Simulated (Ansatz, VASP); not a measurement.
# One calculation of Ta2N, two programs

The input INCAR:

```
SYSTEM = Ta2N
  PREC = Accurate
  ENCUT = 520
  EDIFF = 1E-7
  ISMEAR = 0
  SIGMA = 0.15
  LREAL = .False.
  LASPH = .True.
  NELM = 60
  ALGO = Normal
  ISIF = 2
  LWAVE = .False.
  LCHARG = .True.
  LELF = .True.
  LVHAR = .True.
  NBANDS = 20
```

File KPOINTS:

```
Automatic mesh
0
Gamma
  18 18 10
  0 0 0
```

POSCAR

```
Ta2N
1.0
    2.9543646705      0.0000000000      0.0000000000
   -1.4771823353      2.5585548567      0.0000000000
    0.0000000000      0.0000000000      5.0046937518
Ta N
2 1
Direct
    0.6666666667      0.3333333333      0.7466885012
    0.3333333333      0.6666666667      0.2533114988
    0.0000000000      0.0000000000      0.0000000000
```

Input for Ansatz:

```yaml
crystal:
  lattice:
    - [2.9543646705, 0.0, 0.0]
    - [-1.4771823353, 2.5585548567, 0.0]
    - [0.0, 0.0, 5.0046937518]
  atoms:
    - { symbol: Ta, position: [0.6666666667, 0.3333333333, 0.7466885012] }
    - { symbol: Ta, position: [0.3333333333, 0.6666666667, 0.2533114988] }
    - { symbol: "N", position: [0.0, 0.0, 0.0] }
basis:
  ecutwfc: 520.0
kpoints:
  mp_grid: { grid: [18, 18, 10] }
hamiltonian:
  xc: lda
  pseudopotentials: { kind: paw, azcp: { folder: soft_1 } }
scf:
  occupations: { method: gaussian, width: 0.15 }
output:
  forces: true
  stress: true
  eigenvalues: true
```

Alike in both runs: task single point; functional LDA; k mesh 18 × 18 × 10; occupations gaussian, width 0.15 eV; no spin polarisation.

|  | VASP | Ansatz |
| --- | --- | --- |
| version | VASP 6.6.1 | Ansatz 0.2.0 |
| potentials or method | VASP PAW LDA potentials, release 64 (Ta_pv, N), cutoff 520 eV | scalar-relativistic, plane waves, PAW |
| valence electrons in the cell | 27 | 31 |

VASP gave:

| Property | Result |
| --- | --- |
| gap on the k mesh at the Fermi level (eV) | none |
| pressure (GPa) | 11.5 |
| traceless stress, the component that is largest in VASP (GPa) | -12.12 |
| rms of the force components (eV/Å) | 0.432 |

Q: Which values does Ansatz return?

A: gap on the k mesh at the Fermi level (eV): none; pressure (GPa): 9.8; traceless stress, the component that is largest in VASP (GPa): -12.00; rms of the force components (eV/Å): 0.404.

Ansatz warns that its potentials were made for another functional, while VASP's fit it. LDA's correlation is that of Perdew and Zunger in VASP and of Perdew and Wang (1992) in Ansatz. Atom by atom the forces differ by 0.028 eV/Å (rms over components). A gap of «none» marks a metal or a gap that the smearing closes. VASP's potentials hold 27 valence electrons a cell and Ansatz's 31, so a difference there can come from the potentials and not from the codes.

Spin-orbit coupling is off throughout.
